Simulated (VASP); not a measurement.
# Ti2Co (Fd-3m) in VASP: single point with r2SCAN

Aim: the single point of Ti2Co with r2SCAN.

All numbers are computed with VASP 6.6.1; they aren't measurements. Logs are shortened: lines on timing, memory, paths and dates and some standing lists are left out, and cuts for length are marked.

## 1. The cell of the first run

Symmetry: Fd-3m, No. 227, cubic system. Conventional cell: a = 7.125 Å, b = 7.125 Å, c = 7.125 Å, α = 90.00°, β = 90.00°, γ = 90.00°. Within 3.3 Å of Ti (site symmetry -3m) lie 6 Ti at 2.52 Å and 6 Co at 2.95 Å. Within 3.9 Å of Co (site symmetry -43m) lie 12 Ti at 2.95 Å and 4 Co at 3.09 Å.

## 2. Single point, r2SCAN, collinear spin, ferromagnetic start

Input file POSCAR:

```
Ti2Co
1.0
    0.0000000000      3.5623468884      3.5623468884
    3.5623468884      0.0000000000      3.5623468884
    3.5623468884      3.5623468884      0.0000000000
Ti Co
4 2
Direct
    0.6250000000      0.6250000000      0.6250000000
    0.1250000000      0.6250000000      0.6250000000
    0.6250000000      0.6250000000      0.1250000000
    0.6250000000      0.1250000000      0.6250000000
    0.0000000000      0.0000000000      0.0000000000
    0.2500000000      0.2500000000      0.2500000000
```

Input file INCAR.step1:

```
PREC = Accurate ; ENCUT = 520
ISMEAR = 0 ; SIGMA = 0.1
LREAL = False ; LASPH = True
NELM = 150 ; ISPIN = 2
MAGMOM = 0.27 0.27 0.27 0.27 1.55 1.55 ; LMAXMIX = 4
NBANDS = 46 ; GGA = PE
ALGO = Normal ; EDIFF = 1E-4
LWAVE = True ; LCHARG = False
```

Input file INCAR.step2:

```
PREC = Accurate ; ENCUT = 520
EDIFF = 1E-6 ; ISMEAR = 0
SIGMA = 0.1 ; LREAL = False
LASPH = True ; NELM = 150
ALGO = Normal ; ISIF = 2
LWAVE = False ; LCHARG = False
ISPIN = 2 ; MAGMOM = 0.27 0.27 0.27 0.27 1.55 1.55
LORBIT = 11 ; LMAXMIX = 4
METAGGA = R2SCAN ; LMIXTAU = True
NBANDS = 46 ; ISTART = 1
```

Input file KPOINTS:

```
regular mesh
0
Gamma
  6 6 6
```

Potentials or basis: VASP PAW PBE potentials, release 64 (Ti_sv, Co).

Run with:

```bash
cat potpaw_PBE.64/Ti_sv/POTCAR potpaw_PBE.64/Co/POTCAR > POTCAR
cp INCAR.step1 INCAR
mpirun -np 1 vasp_std > vasp.out
cp INCAR.step2 INCAR
mpirun -np 1 vasp_std > vasp.out
```

OUTCAR:

```text
PREC = Accurate
   ENCUT = 520
   EDIFF = 1E-6
   ISMEAR = 0
   LREAL = False
   LASPH = True
   NELM = 150
   ISIF = 2
   ISPIN = 2
   LORBIT = 11
   METAGGA = R2SCAN
   ISTART = 1

 ion  position               nearest neighbor table
   1  0.625  0.625  0.625-   2 2.52   3 2.52   4 2.52   3 2.52   4 2.52   2 2.52   6 2.95   5 2.95
                             6 2.95   5 2.95   6 2.95   5 2.95
   2  0.125  0.625  0.625-   1 2.52   3 2.52   4 2.52   1 2.52   3 2.52   4 2.52   5 2.95   6 2.95
                             5 2.95   5 2.95   6 2.95   6 2.95
   3  0.625  0.625  0.125-   1 2.52   1 2.52   2 2.52   4 2.52   4 2.52   2 2.52   6 2.95   5 2.95
                             6 2.95   5 2.95   6 2.95   5 2.95
   4  0.625  0.125  0.625-   1 2.52   3 2.52   1 2.52   2 2.52   3 2.52   2 2.52   5 2.95   6 2.95
                             5 2.95   6 2.95   6 2.95   5 2.95
   5  0.000  0.000  0.000-   1 2.95   3 2.95   4 2.95   1 2.95   2 2.95   3 2.95   1 2.95   2 2.95
                             4 2.95   2 2.95   3 2.95   4 2.95   6 3.09   6 3.09   6 3.09   6 3.09
   6  0.250  0.250  0.250-   2 2.95   3 2.95   4 2.95   1 2.95   2 2.95   4 2.95   1 2.95   2 2.95
                             3 2.95   1 2.95   3 2.95   4 2.95   5 3.09   5 3.09   5 3.09   5 3.09

  LATTYP: Found a face centered cubic cell.
 ALAT       =     7.1246937768

  Lattice vectors:

 A1 = (   0.0000000000,   3.5623468884,   3.5623468884)
 A2 = (   3.5623468884,   0.0000000000,   3.5623468884)
 A3 = (   3.5623468884,   3.5623468884,   0.0000000000)

Analysis of symmetry for initial positions (statically):
=====================================================================
 Subroutine PRICEL returns:
 Original cell was already a primitive cell.

 Routine SETGRP: Setting up the symmetry group for a
 face centered cubic supercell.

 Subroutine GETGRP returns: Found 48 space group operations
 (whereof 24 operations were pure point group operations)
 out of a pool of 48 trial point group operations.

The static configuration has the point symmetry T_d .
 The point group associated with its full space group is O_h .

Analysis of symmetry for dynamics (positions and initial velocities):
=====================================================================
 Subroutine PRICEL returns:
 Original cell was already a primitive cell.

 Routine SETGRP: Setting up the symmetry group for a
 face centered cubic supercell.

 Subroutine GETGRP returns: Found 48 space group operations
 (whereof 24 operations were pure point group operations)
 out of a pool of 48 trial point group operations.

The dynamic configuration has the point symmetry T_d .
 The point group associated with its full space group is O_h .

Analysis of structural, dynamic, and magnetic symmetry:
=====================================================================
 Subroutine PRICEL returns:
 Original cell was already a primitive cell.

 Routine SETGRP: Setting up the symmetry group for a
 face centered cubic supercell.

 Subroutine GETGRP returns: Found 48 space group operations
 (whereof 24 operations were pure point group operations)
 out of a pool of 48 trial point group operations.

The overall configuration has the point symmetry T_d .
 The point group associated with its full space group is O_h .

 Subroutine INISYM returns: Found 48 space group operations
 (whereof 24 operations are pure point group operations),
 and found     1 'primitive' translations

----------------------------------------------------------------------------------------

                                     Primitive cell

  volume of cell :      90.4146

  direct lattice vectors                    reciprocal lattice vectors
     0.000000000  3.562346888  3.562346888    -0.140356910  0.140356910  0.140356910
     3.562346888  0.000000000  3.562346888     0.140356910 -0.140356910  0.140356910
     3.562346888  3.562346888  0.000000000     0.140356910  0.140356910 -0.140356910

  length of vectors
     5.037919283  5.037919283  5.037919283     0.243105299  0.243105299  0.243105299

  position of ions in fractional coordinates (direct lattice)
     0.625000000  0.625000000  0.625000000
     0.125000000  0.625000000  0.625000000
     0.625000000  0.625000000  0.125000000
     0.625000000  0.125000000  0.625000000
     0.000000000  0.000000000  0.000000000
     0.250000000  0.250000000  0.250000000

  ion indices of the primitive-cell ions
   primitive index   ion index
                 1           1
[... 52 lines left out ...]
   total plane-waves  NPLWV =  64000
   dimension x,y,z NGX =    40 NGY =   40 NGZ =   40
   dimension x,y,z NGXF=    80 NGYF=   80 NGZF=   80
   ions per type =               4   2
   NGX,Y,Z   is equivalent  to a cutoff of  13.20, 13.20, 13.20 a.u.
   NGXF,Y,Z  is equivalent  to a cutoff of  26.40, 26.40, 26.40 a.u.
 SYSTEM =  unknown system
   PREC   = accura    normal or accurate (medium, high low for compatibility)
   ISTART =      1    job   : 0-new  1-cont  2-samecut
   ICHARG =      0    charge: 1-file 2-atom 10-const
   ISPIN  =      2    spin polarized calculation?
   LNONCOLLINEAR =      F non collinear calculations
   LSORBIT =      F    spin-orbit coupling
   LASPH  =      T    aspherical Exc in radial PAW
   ENCUT  =  520.0 eV  38.22 Ry    6.18 a.u.   9.37  9.37  9.37*2*pi/ulx,y,z
   NELM   =    150;   NELMIN=  2; NELMDL=  0     # of ELM steps
   EDIFF  = 0.1E-05   stopping-criterion for ELM
   LREAL  =      F    real-space projection
   EDIFFG = 0.1E-04   stopping-criterion for IOM
   NSW    =      0    number of steps for IOM
   IBRION =     -1    ionic relax: 0-MD 1-quasi-New 2-CG
   NFREE  =      0    steps in history (QN), initial steepest desc. (CG)
   ISIF   =      2    stress and relaxation
   ISYM   =      2    0-nonsym 1-usesym 2-fastsym
   POTIM  = 0.5000    time-step for ionic-motion
   TEBEG  =    0.0;   TEEND  =   0.0 temperature during run
   PSTRESS=    0.0 pullay stress
   NELECT =      66.0000    total number of electrons
   NUPDOWN=      -1.0000    fix difference up-down
   EMIN   =  10.00;   EMAX   =-10.00  energy-range for DOS
   EFERMI =   0.00;   METHOD = LEGACY
   ISMEAR =     0;   SIGMA  =   0.10  broadening in eV -4-tet -1-fermi 0-gaus
   EFERMI_NEDOS =   21; number of points for ismear=-14 and -15
   IALGO  =     38    algorithm
   IMIX   =      4    mixing-type and parameters
     AMIX     =   0.40;   BMIX     =  1.00
     AMIX_MAG =   1.60;   BMIX_MAG =  1.00
  volume/ion in A,a.u.               =      15.07       101.69
  Fermi-wavevector in a.u.,A,eV,Ry     =   1.474042  2.785536 29.562747  2.172801
  Thomas-Fermi vector in A             =   2.588862
   LORBIT       =     11    0 simple, 1 ext, 2 COOP (PROOUT), +10 PAW based schemes
   METAGGA = R2SCAN    functional components
   LHFCALC =     F    Hartree Fock is set to
   AEXX    =    0.0000 exact exchange contribution
   IVDW    =     0    specifies the selected vdW correction
   LEPSILON=     F    determine dielectric tensor
   LRPA    =     F    only Hartree local field effects (RPA)
 spin polarized calculation
 Gauss-broadening in eV      SIGMA  =   0.10
  energy-cutoff  :      520.00
  volume of cell :       90.41
 maximum number of plane-waves:      2457
 NGX is ok and might be reduce to    40
   NGX = 19   NGY = 19   NGZ = 19

 number of electron      66.0000026 magnetization       4.7368870

 Free energy of the ion-electron system (eV)
  ---------------------------------------------------
  ext. energy  EPLUGINS =         0.00000000
  ---------------------------------------------------
  free energy    TOTEN  =       -75.28851935 eV

  energy without entropy =      -75.26768824  energy(sigma->0) =      -75.27810379

 E-fermi :   8.4551     XC(G=0): -12.9079

 val. band max:        8.4132711437   @ k =   0.5000   0.1667   0.0000
 cond. band min:       8.4921371696   @ k =  -0.3333   0.3333   0.1667
 fundamental gap:      0.0788660259
 Fermi energy:         8.4551372546

 spin component 1

 k-point     1 :       0.0000    0.0000    0.0000
  band No.  band energies     occupation
      1     -50.6051      1.00000
      2     -50.1833      1.00000
      3     -50.1833      1.00000
      4     -50.1833      1.00000
      5     -27.1203      1.00000
      6     -26.1087      1.00000
[... 757 lines left out ...]
     44      10.7687      0.00000
     45      11.6825      0.00000
 Fermi energy:         8.4551372546

 spin component 2

 k-point     1 :       0.0000    0.0000    0.0000
  band No.  band energies     occupation
      1     -50.1225      1.00000
      2     -49.7146      1.00000
      3     -49.7145      1.00000
      4     -49.7145      1.00000
      5     -26.4843      1.00000
      6     -25.6155      1.00000
[... 757 lines left out ...]
     44      11.1731      0.00000
     45      12.0944      0.00000
 [bands above 45 left out]

------------------------ aborting loop because EDIFF is reached ----------------------------------------

  FORCE on cell =-STRESS in cart. coord.  units (eV):
  Direction    XX          YY          ZZ          XY          YZ          ZX
  --------------------------------------------------------------------------------------
  -------------------------------------------------------------------------------------
  Total        0.3915818      0.3915818      0.3915818      0.0000000      0.0000000      0.0000000
  in kB        6.9389612      6.9389612      6.9389612      0.0000000      0.0000000      0.0000000
  external PRESSURE =       6.9389612 kB  Pullay stress =       0.0000000 kB

 VOLUME and BASIS-vectors are now :
 -----------------------------------------------------------------------------
  energy-cutoff  :      520.00
  volume of cell :       90.41
      direct lattice vectors                 reciprocal lattice vectors
     0.000000000  3.562346888  3.562346888    -0.140356910  0.140356910  0.140356910
     3.562346888  0.000000000  3.562346888     0.140356910 -0.140356910  0.140356910
     3.562346888  3.562346888  0.000000000     0.140356910  0.140356910 -0.140356910

 POSITION                                       TOTAL-FORCE (eV/Angst)
 -----------------------------------------------------------------------------------
      4.45293      4.45293      4.45293        -0.000000      0.000000      0.000000
      4.45293      2.67176      2.67176        -0.000000      0.000000      0.000000
      2.67176      2.67176      4.45293        -0.000000      0.000000      0.000000
      2.67176      4.45293      2.67176        -0.000000      0.000000      0.000000
      0.00000      0.00000      0.00000         0.000000      0.000000     -0.000000
      1.78117      1.78117      1.78117        -0.000000     -0.000000     -0.000000
 -----------------------------------------------------------------------------------
    total drift:                                0.000000      0.000000      0.000000

  FREE ENERGIE OF THE ION-ELECTRON SYSTEM (eV)
  ---------------------------------------------------
  free  energy   TOTEN  =       -75.2885193504 eV

  energy  without entropy=      -75.2676882375  energy(sigma->0) =      -75.27810379

 total charge

# of ion       s       p       d       tot
------------------------------------------
    1        2.272   6.128   2.095  10.496
    2        2.272   6.128   2.095  10.496
    3        2.272   6.128   2.095  10.496
    4        2.272   6.128   2.095  10.496
    5        0.424   0.404   7.083   7.911
    6        0.424   0.404   7.083   7.911
--------------------------------------------------
tot          9.937  25.321  22.545  57.804

 magnetization (x)

# of ion       s       p       d       tot
------------------------------------------
    1        0.006  -0.011   0.406   0.401
    2        0.006  -0.011   0.406   0.401
    3        0.006  -0.011   0.406   0.401
    4        0.006  -0.011   0.406   0.401
    5        0.017  -0.028   1.741   1.730
    6        0.017  -0.028   1.741   1.730
--------------------------------------------------
tot          0.059  -0.102   5.108   5.065
```

Wall time 10 min (1 thread of AMD EPYC 9R45 (Zen 5), shared host); peak memory 0.34 GiB.

Results:

```yaml
Free_energy: -75.2885 eV
Pressure: 0.7 GPa
Net_moment: 4.74 μB per cell
Site_moments: Ti +0.40; Co +1.73 μB
Valence_electrons_inside_the_program's_atomic_spheres: Ti 10.50; Co 7.91
```

Caveat: the PAW data sets were made with another functional, which shifts forces and pressure a little.
